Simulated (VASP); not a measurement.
# Na (Cmmm) in VASP: further runs

The runs below take Na through single point, with LDA.

Everything below comes from runs of VASP 6.6.1. Logs are shortened: lines on timing, memory, paths and dates and some standing lists are left out, and cuts for length are marked.

### Step 1. The cell of the first run

Symmetry: Cmmm, No. 65, orthorhombic system. Conventional cell: a = 9.746 Å, b = 10.119 Å, c = 7.023 Å, α = 90.00°, β = 90.00°, γ = 90.00°.

### Step 2. Single point, LDA (strain +0.0375 x Voigt [0, 0, 0, 0, 1, 0])

File INCAR:

```
SYSTEM = Na
ALGO     = Fast           ! electronic algorithm
EDIFF    = 1E-6           ! SCF threshold, eV
ENCUT    = 520            ! plane-wave cutoff, eV
GGA      = CA             ! functional
ISIF     = 2              ! what is computed and relaxed
ISMEAR   = 0              ! smearing method
LASPH    = .TRUE.         ! aspherical terms in the spheres
LCHARG   = .FALSE.        ! write CHGCAR
LREAL    = .FALSE.        ! projectors in reciprocal space
LWAVE    = .FALSE.        ! write WAVECAR
NBANDS   = 10             ! bands
NELM     = 80             ! most SCF steps
PREC     = Accurate       ! precision mode
SIGMA    = 0.15           ! smearing width, eV
```

File KPOINTS:

```
k-points
0
G
  8 8 8
  0 0 0
```

File POSCAR:

```
Na
1.0
    7.0233428623      0.0000000000      0.1316876787
    0.0000000000      7.0233428623      0.0000000000
    0.1316876787      0.0000000000      7.0233428623
Na
1
Direct
    0.0000000000      0.0000000000      0.0000000000
```

Potentials or basis: VASP PAW LDA potentials, release 64 (Na_pv).

Run with:

```console
$ cat potpaw_LDA.64/Na_pv/POTCAR > POTCAR
$ mpirun -np 1 vasp_std > vasp.out
```

OUTCAR:

```text
SYSTEM = Na
   EDIFF = 1E-6
   ENCUT = 520
   GGA = CA
   ISIF = 2
   ISMEAR = 0
   LASPH = .TRUE.
   LREAL = .FALSE.
   NELM = 80
   PREC = Accurate

 ion  position               nearest neighbor table
   1  0.000  0.000  0.000-

  LATTYP: Found a base centered orthorhombic cell.
 ALAT       =     9.7462722278
 B/A-ratio  =     1.0382165605
 C/A-ratio  =     0.7206183757

  Lattice vectors:

 A1 = (  -7.0233428623,   0.0000000000,  -0.1316876787)
 A2 = (   0.1316876787,   0.0000000000,   7.0233428623)
 A3 = (   0.0000000000,   7.0233428623,   0.0000000000)

Analysis of symmetry for initial positions (statically):
=====================================================================
 Subroutine PRICEL returns:
 Original cell was already a primitive cell.

 Routine SETGRP: Setting up the symmetry group for a
 base centered orthorhombic supercell.

 Subroutine GETGRP returns: Found  8 space group operations
 (whereof  8 operations were pure point group operations)
 out of a pool of  8 trial point group operations.

The static configuration has the point symmetry D_2h.

Analysis of symmetry for dynamics (positions and initial velocities):
=====================================================================
 Subroutine PRICEL returns:
 Original cell was already a primitive cell.

 Routine SETGRP: Setting up the symmetry group for a
 base centered orthorhombic supercell.

 Subroutine GETGRP returns: Found  8 space group operations
 (whereof  8 operations were pure point group operations)
 out of a pool of  8 trial point group operations.

The dynamic configuration has the point symmetry D_2h.

 Subroutine INISYM returns: Found  8 space group operations
 (whereof  8 operations are pure point group operations),
 and found     1 'primitive' translations

----------------------------------------------------------------------------------------

                                     Primitive cell

  volume of cell :     346.3211

  direct lattice vectors                    reciprocal lattice vectors
     7.023342862  0.000000000  0.131687679     0.142432415  0.000000000 -0.002670608
     0.000000000  7.023342862  0.000000000     0.000000000  0.142382341  0.000000000
     0.131687679  0.000000000  7.023342862    -0.002670608  0.000000000  0.142432415

  length of vectors
     7.024577326  7.023342862  7.024577326     0.142457450  0.142382341  0.142457450

  position of ions in fractional coordinates (direct lattice)
     0.000000000  0.000000000  0.000000000

  ion indices of the primitive-cell ions
   primitive index   ion index
                 1           1

----------------------------------------------------------------------------------------

 KPOINTS: k-points

Automatic generation of k-mesh.
 Grid dimensions read from file:
 generate k-points for:    8    8    8

 Generating k-lattice:

  Cartesian coordinates                     Fractional coordinates (reciprocal lattice)
     0.017804052  0.000000000 -0.000333826     0.125000000  0.000000000  0.000000000
     0.000000000  0.017797793  0.000000000     0.000000000  0.125000000  0.000000000
    -0.000333826  0.000000000  0.017804052     0.000000000  0.000000000  0.125000000

  Length of vectors
     0.017807181  0.017797793  0.017807181

  Shift w.r.t. Gamma in fractional coordinates (k-lattice)
     0.000000000  0.000000000  0.000000000

 Subroutine IBZKPT returns following result:
 ===========================================

 Found    105 irreducible k-points:

 Following reciprocal coordinates:
            Coordinates               Weight
  0.000000  0.000000  0.000000      1.000000
  0.125000  0.000000  0.000000      4.000000
  0.250000  0.000000  0.000000      4.000000
  0.375000  0.000000  0.000000      4.000000
  0.500000  0.000000  0.000000      2.000000
  0.000000  0.125000  0.000000      2.000000
[... 16 lines left out ...]
  0.250000  0.500000  0.000000      4.000000
  0.375000  0.500000  0.000000      4.000000
 [... further k-points ...]
   k-points           NKPTS =    105   k-points in BZ     NKDIM =    105   number of bands    NBANDS=     10
   number of dos      NEDOS =    301   number of ions     NIONS =      1
   total plane-waves  NPLWV = 157464
   dimension x,y,z NGX =    54 NGY =   54 NGZ =   54
   dimension x,y,z NGXF=   108 NGYF=  108 NGZF=  108
   ions per type =               1
   NGX,Y,Z   is equivalent  to a cutoff of  12.78, 12.78, 12.78 a.u.
   NGXF,Y,Z  is equivalent  to a cutoff of  25.56, 25.56, 25.56 a.u.
 SYSTEM =  Na
   PREC   = accura    normal or accurate (medium, high low for compatibility)
   ISTART =      0    job   : 0-new  1-cont  2-samecut
   ICHARG =      2    charge: 1-file 2-atom 10-const
   ISPIN  =      1    spin polarized calculation?
   LNONCOLLINEAR =      F non collinear calculations
   LSORBIT =      F    spin-orbit coupling
   LASPH  =      T    aspherical Exc in radial PAW
   ENCUT  =  520.0 eV  38.22 Ry    6.18 a.u.  13.06 13.06 13.06*2*pi/ulx,y,z
   NELM   =     80;   NELMIN=  2; NELMDL= -5     # of ELM steps
   EDIFF  = 0.1E-05   stopping-criterion for ELM
   LREAL  =      F    real-space projection
   EDIFFG = 0.1E-04   stopping-criterion for IOM
   NSW    =      0    number of steps for IOM
   IBRION =     -1    ionic relax: 0-MD 1-quasi-New 2-CG
   NFREE  =      0    steps in history (QN), initial steepest desc. (CG)
   ISIF   =      2    stress and relaxation
   ISYM   =      2    0-nonsym 1-usesym 2-fastsym
   POTIM  = 0.5000    time-step for ionic-motion
   TEBEG  =    0.0;   TEEND  =   0.0 temperature during run
   PSTRESS=    0.0 pullay stress
   NELECT =       7.0000    total number of electrons
   NUPDOWN=      -1.0000    fix difference up-down
   EMIN   =  10.00;   EMAX   =-10.00  energy-range for DOS
   EFERMI =   0.00;   METHOD = LEGACY
   ISMEAR =     0;   SIGMA  =   0.15  broadening in eV -4-tet -1-fermi 0-gaus
   EFERMI_NEDOS =   21; number of points for ismear=-14 and -15
   IALGO  =     68    algorithm
   IMIX   =      4    mixing-type and parameters
     AMIX     =   0.40;   BMIX     =  1.00
     AMIX_MAG =   1.60;   BMIX_MAG =  1.00
  volume/ion in A,a.u.               =     346.32      2337.09
  Fermi-wavevector in a.u.,A,eV,Ry     =   0.445945  0.842714  2.705748  0.198867
  Thomas-Fermi vector in A             =   1.423949
   LORBIT       =      0    0 simple, 1 ext, 2 COOP (PROOUT), +10 PAW based schemes
   GGA     = CA    functional components
   LHFCALC =     F    Hartree Fock is set to
   AEXX    =    0.0000 exact exchange contribution
   IVDW    =     0    specifies the selected vdW correction
   LEPSILON=     F    determine dielectric tensor
   LRPA    =     F    only Hartree local field effects (RPA)
 non-spin polarized calculation
 RMM-DIIS sequential band-by-band and
 Gauss-broadening in eV      SIGMA  =   0.15
  energy-cutoff  :      520.00
  volume of cell :      346.32
 maximum number of plane-waves:      9372
 NGX is ok and might be reduce to    54
   NGX = 27   NGY = 27   NGZ = 27

 number of electron       7.0000012 magnetization

 Free energy of the ion-electron system (eV)
  ---------------------------------------------------
  ext. energy  EPLUGINS =         0.00000000
  ---------------------------------------------------
  free energy    TOTEN  =        -0.19078628 eV

  energy without entropy =       -0.14601428  energy(sigma->0) =       -0.16840028

 E-fermi :  -2.4474     XC(G=0):  -2.4960

 val. band max:       -2.4508427099   @ k =  -0.3750   0.1250   0.2500
 cond. band min:      -2.4322671286   @ k =   0.5000   0.0000   0.2500
 fundamental gap:      0.0185755813
 Fermi energy:        -2.4474093073

 k-point     1 :       0.0000    0.0000    0.0000
  band No.  band energies     occupation
      1     -28.5756      2.00000
      2     -28.5755      2.00000
      3     -28.5754      2.00000
      4      -2.8288      1.99968
      5       0.3033      0.00000
      6       0.3168      0.00000
      7       0.3334      0.00000
      8       0.5063      0.00000
      9       1.0652      0.00000
     10       1.0681      0.00000

 k-point     2 :       0.1250    0.0000    0.0000
  band No.  band energies     occupation
      1     -28.5756      2.00000
      2     -28.5755      2.00000
      3     -28.5754      2.00000
      4      -2.7967      1.99901
      5      -0.1431      0.00000
      6       0.3472      0.00000
      7       0.3482      0.00000
      8       0.6976      0.00000
      9       1.1058      0.00000
     10       1.4703      0.00000

 k-point     3 :       0.2500    0.0000    0.0000
  band No.  band energies     occupation
      1     -28.5756      2.00000
      2     -28.5755      2.00000
      3     -28.5754      2.00000
      4      -2.7088      1.98627
      5      -0.6539      0.00000
      6       0.4279      0.00000
      7       0.4297      0.00000
      8       0.8500      0.00000
      9       1.2188      0.00000
     10       2.1100      0.00000

 k-point     4 :       0.3750    0.0000    0.0000
  band No.  band energies     occupation
      1     -28.5756      2.00000
      2     -28.5755      2.00000
      3     -28.5754      2.00000
      4      -2.5994      1.84822
      5      -1.0270      0.00000
      6       0.5268      0.00000
      7       0.5312      0.00000
      8       1.0361      0.00000
      9       1.3728      0.00000
     10       1.9766      0.00000
[... 222 lines left out ...]
 k-point    22 :       0.1250    0.5000    0.0000
  band No.  band energies     occupation
      1     -28.5756      2.00000
      2     -28.5755      2.00000
      3     -28.5754      2.00000
      4      -2.5140      1.47015
      5      -1.1333      0.00000
      6       0.1970      0.00000
      7       0.6101      0.00000
      8       1.3207      0.00000
      9       1.3271      0.00000
     10       1.8258      0.00000

 k-point    23 :       0.2500    0.5000    0.0000
  band No.  band energies     occupation
      1     -28.5756      2.00000
      2     -28.5755      2.00000
      3     -28.5754      2.00000
      4      -2.4321      0.88520
      5      -1.0250      0.00000
      6      -0.2957      0.00000
      7       0.6816      0.00000
      8       0.7718      0.00000
      9       1.4666      0.00000
     10       2.1405      0.00000

 k-point    24 :       0.3750    0.5000    0.0000
  band No.  band energies     occupation
      1     -28.5756      2.00000
      2     -28.5755      2.00000
      3     -28.5754      2.00000
      4      -2.3323      0.27795
      5      -0.8774      0.00000
      6      -0.6554      0.00000
      7       0.3526      0.00000
      8       0.7674      0.00000
      9       1.6302      0.00000
     10       2.2944      0.00000

 [... further k-points ...]

------------------------ aborting loop because EDIFF is reached ----------------------------------------

  FORCE on cell =-STRESS in cart. coord.  units (eV):
  Direction    XX          YY          ZZ          XY          YZ          ZX
  --------------------------------------------------------------------------------------
  -------------------------------------------------------------------------------------
  Total       -0.2791268     -0.2791001     -0.2791268      0.0000000      0.0000000     -0.0079373
  in kB       -1.2913181     -1.2911947     -1.2913181      0.0000000      0.0000000     -0.0367203
  external PRESSURE =      -1.2912769 kB  Pullay stress =       0.0000000 kB

 VOLUME and BASIS-vectors are now :
 -----------------------------------------------------------------------------
  energy-cutoff  :      520.00
  volume of cell :      346.32
      direct lattice vectors                 reciprocal lattice vectors
     7.023342862  0.000000000  0.131687679     0.142432415  0.000000000 -0.002670608
     0.000000000  7.023342862  0.000000000     0.000000000  0.142382341  0.000000000
     0.131687679  0.000000000  7.023342862    -0.002670608  0.000000000  0.142432415

 POSITION                                       TOTAL-FORCE (eV/Angst)
 -----------------------------------------------------------------------------------
      0.00000      0.00000      0.00000         0.000000      0.000000      0.000000
 -----------------------------------------------------------------------------------
    total drift:                                0.000000     -0.000000     -0.000000

  FREE ENERGIE OF THE ION-ELECTRON SYSTEM (eV)
  ---------------------------------------------------
  free  energy   TOTEN  =        -0.1907862802 eV

  energy  without entropy=       -0.1460142846  energy(sigma->0) =       -0.16840028
```

Wall time 2 min (1 thread of Intel Xeon 6975P-C (Granite Rapids), shared host); peak memory 0.49 GiB.

Results:

```
Free energy            : -0.1908 eV
Pressure               : -0.1 GPa
Band gap on the k mesh : zero (an odd number of electrons rules out a gap without spin polarisation)
```

Caveat: the cell differs from its parent crystal (strain +0.0375 x Voigt [0, 0, 0, 0, 1, 0]); the nearest neighbours stand farther apart than a usual bond.

[end of part 1 of 2]

The gap in the log of VASP goes by the Fermi energy; the results here count the filled bands.